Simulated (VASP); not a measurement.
Input of a VASP 6.6.1 run:

Contents of INCAR:

```
PREC = Accurate ; ENCUT = 520
EDIFF = 1E-6 ; ISMEAR = 0
SIGMA = 0.1 ; LREAL = False
LASPH = True ; NELM = 100
ALGO = Normal ; ISIF = 2
LWAVE = False ; LCHARG = False
GGA = PE ; NBANDS = 51
```

The input KPOINTS:

```
Automatic mesh
0
Gamma
  6 6 6
```

File POSCAR:

```
SnGe2
1.0
   -2.9925295941      2.9925295941      2.5015839113
    2.9925295941     -2.9925295941      2.5015839113
    2.9925295941      2.9925295941     -2.5015839113
Sn Ge
2 4
Direct
    0.7500000000      0.7500000000      0.0000000000
    0.2500000000      0.2500000000      0.0000000000
    0.1561922679      0.6561922679      0.8123845358
    0.3438077321      0.1561922679      0.5000000000
    0.6561922679      0.8438077321      0.5000000000
    0.8438077321      0.3438077321      0.1876154642
```

Potentials or basis: VASP PAW PBE potentials, release 64 (Sn_d, Ge_d).

Launch:

```bash
$ cat potpaw_PBE.64/Sn_d/POTCAR potpaw_PBE.64/Ge_d/POTCAR > POTCAR
$ mpirun -np 1 vasp_std > vasp.out
```

(1) Predict the band gap on the k mesh.

(2) Estimate the pressure.

(3) Estimate the largest force.

Answers

(1) zero (bands 42 and 43 overlap by 5.34 eV).

(2) 75.7 GPa.

(3) 2.570 eV/Å.

Caveat: the cell stands under pressure; spin-orbit coupling is left out, which moves the levels of the heavy elements; forces of over 1 eV/Å act on the atoms, so gaps and moduli don't describe the material at rest.
